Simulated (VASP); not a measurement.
# VSi16 (a cell with a defect) in VASP: single point with PBEsol

Aim: the single point of VSi16 (a cell with a defect) with PBEsol.

Program: VASP 6.6.1. These are calculated values, not measurements. Logs are shortened: lines on timing, memory, paths and dates and some standing lists are left out, and cuts for length are marked.

### Step 1. The cell of the first run

The cell holds a defect, 17 atoms: a = 7.683 Å, b = 7.683 Å, c = 7.683 Å, α = 60.00°, β = 60.00°, γ = 60.00°.

### Step 2. Single point, PBEsol

INCAR reads:

```
SYSTEM = VSi16
ALGO = Normal
EDIFF = 1E-6
ENCUT = 520
GGA = PS
ISIF = 2
ISMEAR = -1
LASPH = .TRUE.
LCHARG = .FALSE.
LREAL = Auto
LWAVE = .FALSE.
NBANDS = 52
NELECT = 76.0
NELM = 100
PREC = Accurate
SIGMA = 0.05
```

KPOINTS reads:

```
Automatic mesh
0
Gamma
  2 2 2
  0.5 0.5 0.5
```

POSCAR reads:

```
VSi16
1.0
    0.0000000000      5.4327900000      5.4327900000
    5.4327900000      0.0000000000      5.4327900000
    5.4327900000      5.4327900000      0.0000000000
Si V
16 1
Direct
    0.0017740000      0.9932690000      0.9946450000
    0.5010260000      0.4971380000      0.5045790000
    0.1230220000      0.1188350000      0.1337660000
    0.6335730000      0.6181820000      0.6255470000
    0.0018810000      0.9982530000      0.4925150000
    0.4957410000      0.5019510000      0.0057620000
    0.1199870000      0.1289550000      0.6286690000
    0.6202150000      0.6279540000      0.1221580000
    0.0046180000      0.4984590000      0.9949640000
    0.4843090000      0.0067580000      0.5041840000
    0.1307170000      0.6252260000      0.1234340000
    0.6162930000      0.1416450000      0.6249410000
    0.4926710000      0.0040630000      0.0016540000
    0.0005800000      0.5021570000      0.5041870000
    0.6210880000      0.1233150000      0.1299890000
    0.1298670000      0.6207770000      0.6315630000
    0.3089420000      0.3119450000      0.3164410000
```

Potentials or basis: VASP PAW PBE potentials, release 64 (Si, V_sv).

Launch:

```bash
$ cat potpaw_PBE.64/Si/POTCAR potpaw_PBE.64/V_sv/POTCAR > POTCAR
$ mpirun -np 1 vasp_std > vasp.out
```

OUTCAR:

```text
SYSTEM = VSi16
   EDIFF = 1E-6
   ENCUT = 520
   GGA = PS
   ISIF = 2
   ISMEAR = -1
   LASPH = .TRUE.
   LREAL = Auto
   NELECT = 76.0
   NELM = 100
   PREC = Accurate

 ion  position               nearest neighbor table
   1  0.002  0.993  0.995-   7 2.30  11 2.31  15 2.39   3 2.42
   2  0.501  0.497  0.505-  12 2.23  16 2.33   4 2.35   8 2.40
   3  0.123  0.119  0.134-   5 2.25  13 2.32   9 2.38   1 2.42
   4  0.634  0.618  0.626-  14 2.30   2 2.35   6 2.39  10 2.44
   5  0.002  0.998  0.493-   3 2.25  16 2.37   7 2.42  12 2.42
   6  0.496  0.502  0.006-  17 2.25  11 2.29   8 2.30  15 2.38   4 2.39
   7  0.120  0.129  0.629-  17 2.24  10 2.29   1 2.30  14 2.34   5 2.42
   8  0.620  0.628  0.122-   6 2.30  13 2.36   2 2.40   9 2.41
   9  0.005  0.498  0.995-  16 2.28   3 2.38  11 2.39   8 2.41
  10  0.484  0.007  0.504-  17 2.19   7 2.29  15 2.35  12 2.43   4 2.44
  11  0.131  0.625  0.123-  17 2.24   6 2.29   1 2.31  14 2.39   9 2.39
  12  0.616  0.142  0.625-   2 2.23  13 2.36   5 2.42  10 2.43
  13  0.493  0.004  0.002-   3 2.32  15 2.36   8 2.36  12 2.36
  14  0.001  0.502  0.504-  17 2.25   4 2.30   7 2.34  16 2.35  11 2.39
  15  0.621  0.123  0.130-  17 2.25  10 2.35  13 2.36   6 2.38   1 2.39
  16  0.130  0.621  0.632-   9 2.28   2 2.33  14 2.35   5 2.37
  17  0.309  0.312  0.316-  10 2.19   7 2.24  11 2.24  14 2.25  15 2.25   6 2.25

  LATTYP: Found a face centered cubic cell.
 ALAT       =    10.8655800000

  Lattice vectors:

 A1 = (   0.0000000000,   5.4327900000,   5.4327900000)
 A2 = (   5.4327900000,   0.0000000000,   5.4327900000)
 A3 = (   5.4327900000,   5.4327900000,   0.0000000000)

Analysis of symmetry for initial positions (statically):
=====================================================================
 Subroutine PRICEL returns:
 Original cell was already a primitive cell.

 Routine SETGRP: Setting up the symmetry group for a
 face centered cubic supercell.

 Subroutine GETGRP returns: Found  1 space group operations
 (whereof  1 operations were pure point group operations)
 out of a pool of 48 trial point group operations.

The static configuration has the point symmetry C_1 .

Analysis of symmetry for dynamics (positions and initial velocities):
=====================================================================
 Subroutine PRICEL returns:
 Original cell was already a primitive cell.

 Routine SETGRP: Setting up the symmetry group for a
 face centered cubic supercell.

 Subroutine GETGRP returns: Found  1 space group operations
 (whereof  1 operations were pure point group operations)
 out of a pool of 48 trial point group operations.

The dynamic configuration has the point symmetry C_1 .

[... 128 lines left out ...]
   TEBEG  =    0.0;   TEEND  =   0.0 temperature during run
   PSTRESS=    0.0 pullay stress
   NELECT =      76.0000    total number of electrons
   NUPDOWN=      -1.0000    fix difference up-down
   EMIN   =  10.00;   EMAX   =-10.00  energy-range for DOS
   EFERMI =   0.00;   METHOD = LEGACY
   ISMEAR =    -1;   SIGMA  =   0.05  broadening in eV -4-tet -1-fermi 0-gaus
   EFERMI_NEDOS =   21; number of points for ismear=-14 and -15
   IALGO  =     38    algorithm
   IMIX   =      4    mixing-type and parameters
     AMIX     =   0.40;   BMIX     =  1.00
     AMIX_MAG =   1.60;   BMIX_MAG =  1.00
  volume/ion in A,a.u.               =      18.86       127.31
  Fermi-wavevector in a.u.,A,eV,Ry     =   1.013086  1.914456 13.964256  1.026344
  Thomas-Fermi vector in A             =   2.146234
   LORBIT       =      0    0 simple, 1 ext, 2 COOP (PROOUT), +10 PAW based schemes
   GGA     = PS    functional components
   LHFCALC =     F    Hartree Fock is set to
   AEXX    =    0.0000 exact exchange contribution
   IVDW    =     0    specifies the selected vdW correction
   LEPSILON=     F    determine dielectric tensor
   LRPA    =     F    only Hartree local field effects (RPA)
 non-spin polarized calculation
  energy-cutoff  :      520.00
  volume of cell :      320.70
 maximum number of plane-waves:      8645
 NGX is ok and might be reduce to    60
   NGX = 29   NGY = 29   NGZ = 29

 number of electron      76.0000000 magnetization

 Free energy of the ion-electron system (eV)
  ---------------------------------------------------
  ext. energy  EPLUGINS =         0.00000000
  ---------------------------------------------------
  free energy    TOTEN  =      -103.51274875 eV

  energy without entropy =     -103.41836800  energy(sigma->0) =     -103.46555838

 E-fermi :   6.4726     XC(G=0):  -9.7891

 val. band max:        6.4629416021   @ k =  -0.2500   0.2500   0.2500
 cond. band min:       6.4942132413   @ k =   0.2500  -0.2500   0.2500
 fundamental gap:      0.0312716392
 Fermi energy:         6.4726050494

 k-point     1 :       0.2500    0.2500    0.2500
  band No.  band energies     occupation
      1     -57.0732      2.00000
      2     -31.2445      2.00000
      3     -31.2057      2.00000
      4     -31.1933      2.00000
      5      -5.6813      2.00000
      6      -4.1764      2.00000
[... 837 lines left out ...]
     49       9.3369      0.00000
     50       9.5760      0.00000
 [bands above 50 left out]

------------------------ aborting loop because EDIFF is reached ----------------------------------------

  FORCE on cell =-STRESS in cart. coord.  units (eV):
  Direction    XX          YY          ZZ          XY          YZ          ZX
  --------------------------------------------------------------------------------------
  -------------------------------------------------------------------------------------
  Total        1.2308931      1.5504065      1.5956003     -4.0714019     -5.3299183     -4.6406212
  in kB        6.1493920      7.7456421      7.9714245    -20.3402277    -26.6276220    -23.1839777
  external PRESSURE =       7.2888195 kB  Pullay stress =       0.0000000 kB

 VOLUME and BASIS-vectors are now :
 -----------------------------------------------------------------------------
  energy-cutoff  :      520.00
  volume of cell :      320.70
      direct lattice vectors                 reciprocal lattice vectors
     0.000000000  5.432790000  5.432790000    -0.092033743  0.092033743  0.092033743
     5.432790000  0.000000000  5.432790000     0.092033743 -0.092033743  0.092033743
     5.432790000  5.432790000  0.000000000     0.092033743  0.092033743 -0.092033743

 POSITION                                       TOTAL-FORCE (eV/Angst)
 -----------------------------------------------------------------------------------
     10.79992      5.41334      5.40586         1.173631      0.411267      0.197362
      5.44212      5.46324      5.42282         0.284081     -0.856487      1.035741
      1.37233      1.39508      1.31396        -0.599114     -1.153870      0.461607
      6.75692      6.84053      6.80052         0.670355     -0.608872     -0.215329
      8.09903      2.68595      5.43352         1.013886      0.451234     -0.755037
      2.75830      2.72456      5.42025        -1.191668     -0.502340      2.580452
[... 9 lines left out ...]
      6.80370      4.13669      4.07809        -0.093942     -0.458647      0.466629
      3.41389      3.39757      3.37315         0.068933     -0.545994      0.207299
 -----------------------------------------------------------------------------------
    total drift:                               -0.000364      0.005955      0.001201

  FREE ENERGIE OF THE ION-ELECTRON SYSTEM (eV)
  ---------------------------------------------------
  free  energy   TOTEN  =      -103.5127487491 eV

  energy  without entropy=     -103.4183680016  energy(sigma->0) =     -103.46555838
```

OSZICAR:

```text
N       E                     dE             d eps       ncg     rms          rms(c)
DAV:   1     0.274123928850E+03    0.27412E+03   -0.32638E+04  1888   0.124E+03
DAV:   2    -0.829771434529E+02   -0.35710E+03   -0.33957E+03  1960   0.222E+02
DAV:   3    -0.106228423880E+03   -0.23251E+02   -0.22601E+02  2128   0.523E+01
DAV:   4    -0.106789718812E+03   -0.56129E+00   -0.55753E+00  2112   0.892E+00
DAV:   5    -0.106802431753E+03   -0.12713E-01   -0.12691E-01  2128   0.137E+00    0.312E+01
DAV:   6    -0.106142716887E+03    0.65971E+00   -0.21222E+01  2104   0.214E+01    0.167E+01
DAV:   7    -0.106451914583E+03   -0.30920E+00   -0.57986E+01  2268   0.419E+01    0.175E+01
DAV:   8    -0.104025907308E+03    0.24260E+01   -0.41016E+00  1992   0.992E+00    0.817E+00
DAV:   9    -0.103508890242E+03    0.51702E+00   -0.18583E+00  2168   0.614E+00    0.933E-01
DAV:  10    -0.103511876009E+03   -0.29858E-02   -0.63375E-02  1888   0.107E+00    0.602E-01
DAV:  11    -0.103512464611E+03   -0.58860E-03   -0.41754E-03  2184   0.268E-01    0.239E-01
DAV:  12    -0.103512774475E+03   -0.30986E-03   -0.81780E-04  1904   0.102E-01    0.918E-02
DAV:  13    -0.103512749802E+03    0.24673E-04   -0.39617E-04  2120   0.896E-02    0.337E-02
DAV:  14    -0.103512747967E+03    0.18343E-05   -0.40387E-05  1972   0.310E-02    0.129E-02
DAV:  15    -0.103512748749E+03   -0.78172E-06   -0.41562E-06  1944   0.794E-03
   1 F= -.10351275E+03 E0= -.10346556E+03  d E =-.943807E-01
```

stdout:

```text
POSCAR found type information on POSCAR SiV
 POSCAR found :  2 types and      17 ions
 scaLAPACK will be used
 -----------------------------------------------------------------------------
|                                                                             |
|                                                                             |
|     You enforced a specific xc type in the INCAR file but a different       |
|     I HOPE YOU KNOW WHAT YOU ARE DOING!                                     |
|                                                                             |
 -----------------------------------------------------------------------------

 LDA part: xc-table for (Slater+PW92), standard interpolation
 POSCAR, INCAR and KPOINTS ok, starting setup
 FFT: planning ... GRIDC
 FFT: planning ... GRID_SOFT
 FFT: planning ... GRID
 WAVECAR not read
 entering main loop
 the old and the new charge density differ
 old charge density:    77.00000 new   76.00000
    0.312E+01
```

It took 8 min on 1 thread of AMD EPYC 7R43 (Zen 3), shared host; peak memory 0.5 GiB.

Results:

```yaml
Free_energy: -103.5127 eV
Largest_force: 4.093 eV/Å
```

Forces on the atoms (eV/Å):
```
Si   1.174  0.411  0.197
Si   0.284 -0.856  1.036
Si  -0.599 -1.154  0.462
Si   0.670 -0.609 -0.215
Si   1.014  0.451 -0.755
Si  -1.192 -0.502  2.580
Si   0.164 -0.222 -2.778
Si   0.347  0.834  0.450
Si   0.574  0.369 -0.851
Si  -0.960  3.949 -0.487
Si   0.417 -2.579 -0.133
Si  -1.172  0.845 -0.750
Si  -0.266  0.052  0.039
Si   2.075 -0.364 -0.128
Si  -2.505  0.380  0.659
Si  -0.094 -0.459  0.467
V    0.069 -0.546  0.207
```

Levels at points of the mesh, in eV from the Fermi level:
```
           k point  band 34  band 35  band 36  band 37  band 38  band 39  band 40  band 41  band 42  band 43
(0.25, 0.25, 0.25)    -1.81    -0.94    -0.77    -0.20    -0.15     0.11     0.29     0.39     0.59     1.24
```

Caveat: the k points lie up to 0.50 Å⁻¹ apart; the cell carries a net charge on a neutralising background, which shifts energy and pressure; the cell is charged against a uniform background, so pressure and absolute levels hang on convention; the PAW data sets were made with another functional, which shifts forces and pressure a little.
